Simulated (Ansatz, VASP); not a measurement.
**Sb in VASP and in Ansatz**

The input INCAR:

```
PREC = Accurate
ENCUT = 520
EDIFF = 1E-6
ISMEAR = -1
SIGMA = 0.1
LREAL = F
LASPH = T
NELM = 80
ALGO = Normal
ISIF = 2
LWAVE = F
LCHARG = T
GGA = PE
LELF = T
LVHAR = T
NBANDS = 12
```

Contents of KPOINTS:

```
regular mesh
0
Gamma
  14 14 14
```

POSCAR

```
Sb
1.0
    2.0966321581      1.2104911409      3.6828446597
   -2.0966321581      1.2104911409      3.6828446597
    0.0000000000     -2.4209822817      3.6828446597
Sb
2
Direct
    0.2326797760      0.2326797760      0.2326797760
    0.7673202240      0.7673202240      0.7673202240
```

Input for Ansatz:

```yaml
crystal:
  lattice:
    - [2.0966321581, 1.2104911409, 3.6828446597]
    - [-2.0966321581, 1.2104911409, 3.6828446597]
    - [0.0, -2.4209822817, 3.6828446597]
  atoms:
    - { symbol: Sb, position: [0.232679776, 0.232679776, 0.232679776] }
    - { symbol: Sb, position: [0.767320224, 0.767320224, 0.767320224] }
hamiltonian:
  xc: pbe
  pseudopotentials:
    kind: paw
    azcp:
      Sb: "pseudopotentials/Sb.paw.azcp"
basis:
  ecutwfc: 420
  fft_grid_basis: typed
kpoints:
  mp_grid: { grid: [14, 14, 14], shift: [0, 0, 0] }
magnetization:
  spin_polarized: false
scf:
  occupations: { method: fermi_dirac, width: 0.1 }
output:
  stress: true
```

Alike in both runs: task single point; functional PBE; k mesh 14 × 14 × 14; occupations fermi-dirac, width 0.1 eV; no spin polarisation.

|  | VASP | Ansatz |
| --- | --- | --- |
| version | VASP 6.6.1 | Ansatz 0.2.0 |
| potentials or method | VASP PAW PBE potentials, release 64 (Sb), cutoff 520 eV | plane waves (420 eV) with PAW, scalar-relativistic |
| valence electrons in the cell | 10 | 30 |

```tsv
	VASP	Ansatz	Ansatz less VASP
pressure (GPa)	8.7	8.5	-0.19
traceless stress, the component that is largest in VASP (GPa)	-1.17	-1.10	+0.074
```

With one functional, cell and mesh, what is left measures potentials, basis and numerics. VASP's potentials hold 10 valence electrons a cell and Ansatz's 30, so a difference there can come from the potentials and not from the codes.

Spin-orbit coupling is off throughout.
